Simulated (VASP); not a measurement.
Input of a VASP 6.6.1 run:

Contents of INCAR:

```
SYSTEM = KMgF3
PREC = Accurate ; ENCUT = 840
EDIFF = 1E-7 ; ISMEAR = 0
SIGMA = 0.01 ; LREAL = .False.
LASPH = .True. ; NELM = 120
ALGO = Normal ; ISIF = 3
LWAVE = .False. ; LCHARG = .False.
GGA = CA ; IBRION = 2
NSW = 80 ; EDIFFG = -0.002
GGA_COMPAT = .False. ; NELMIN = 4
```

KPOINTS

```
Automatic mesh
0
Gamma
  6 6 6
  0 0 0
```

The input POSCAR:

```
KMgF3
1.0
    4.0060000000      0.0000000000      0.0000000000
    0.0000000000      4.0060000000      0.0000000000
    0.0000000000      0.0000000000      4.0060000000
K Mg F
1 1 3
Direct
    0.5000000000      0.5000000000      0.5000000000
    0.0000000000      0.0000000000      0.0000000000
    0.5000000000      0.0000000000      0.0000000000
    0.0000000000      0.5000000000      0.0000000000
    0.0000000000      0.0000000000      0.5000000000
```

Potentials or basis: VASP PAW LDA potentials, release 64 (K_sv, Mg_sv, F).

The run is started by

```console
$ cat potpaw_LDA.64/K_sv/POTCAR potpaw_LDA.64/Mg_sv/POTCAR potpaw_LDA.64/F/POTCAR > POTCAR
$ mpirun -np 1 vasp_std > vasp.out
```

(1) Estimate the band gap on the k mesh.

(2) Estimate the relaxed volume.

(3) Estimate the relaxed cell.

(4) What does it give for the space group after relaxing (to 0.1 Å)?

## Answers

(1) 7.38 eV (least direct gap 7.70 eV).

(2) 12.01 Å³/atom.

(3) a = 3.916 Å, b = 3.916 Å, c = 3.916 Å, α = 90.00°, β = 90.00°, γ = 90.00°.

(4) Pm-3m (No. 221).
